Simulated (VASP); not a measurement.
Set up this calculation in VASP 6.6.1, as the native input.

| Item | Value |
| --- | --- |
| Task | single point |
| Functional | PBE |
| Potentials or basis | VASP PAW PBE potentials, release 64 (Ni_sv_GW, O_h) |
| Cutoff | 1340 eV |
| k mesh | 8 × 8 × 8 |
| Occupations | gaussian, width 0.05 eV |
| Spin | collinear spin, ferromagnetic start |
| Starting moments | [1.91, 0.0] μB |
| Hubbard terms | Ni d U = 6.2 eV |
| Dipole correction | no |
| Further INCAR settings | ALGO = Normal; EDIFF = 1e-06; NBANDS = 23 |

The structure of NiO lies in POSCAR:

```
NiO
1.0
    0.0000000000      2.1338354365      2.1338354365
    2.1338354365      0.0000000000      2.1338354365
    2.1338354365      2.1338354365      0.0000000000
Ni O
1 1
Direct
    0.0000000000      0.0000000000      0.0000000000
    0.5000000000      0.5000000000      0.5000000000
```

The input as run:

INCAR

```
SYSTEM = NiO
  PREC = Accurate
  ENCUT = 1340
  EDIFF = 1E-6
  ISMEAR = 0
  SIGMA = 0.05
  LREAL = .False.
  LASPH = .True.
  NELM = 200
  ALGO = Normal
  ISIF = 2
  LWAVE = .False.
  LCHARG = .True.
  ISPIN = 2
  MAGMOM = 1.91 0
  LORBIT = 11
  LMAXMIX = 4
  LDAU = .True.
  LDAUTYPE = 2
  LDAUL = 2 -1
  LDAUU = 6.2 0
  LDAUJ = 0 0
  LDAUPRINT = 1
  GGA = PE
  LELF = .True.
  LVHAR = .True.
  NBANDS = 23
  GGA_COMPAT = .False.
```

KPOINTS

```
Automatic mesh
0
Gamma
  8 8 8
  0 0 0
```

Potentials or basis: VASP PAW PBE potentials, release 64 (Ni_sv_GW, O_h).

Run with:

```sh
$ cat potpaw_PBE.64/Ni_sv_GW/POTCAR potpaw_PBE.64/O_h/POTCAR > POTCAR
$ mpirun -np 1 vasp_std > vasp.out
```

It gave:

```yaml
Pressure: -1.8 GPa
Band_gap_on_the_k_mesh: 2.00 eV (least direct gap 3.17 eV)
Net_moment: 2.00 μB per cell
Site_moments: Ni +1.80; O +0.13 μB
Valence_electrons_inside_the_program's_atomic_spheres: Ni 16.06; O 3.35
```

Caveat: a cell with one magnetic atom can't hold antiferromagnetic order, which such compounds often take.

It took 77 s on 1 thread of Intel(R) Xeon(R) Platinum 8488C (Sapphire Rapids), on a shared host, peak memory 0.31 GiB.
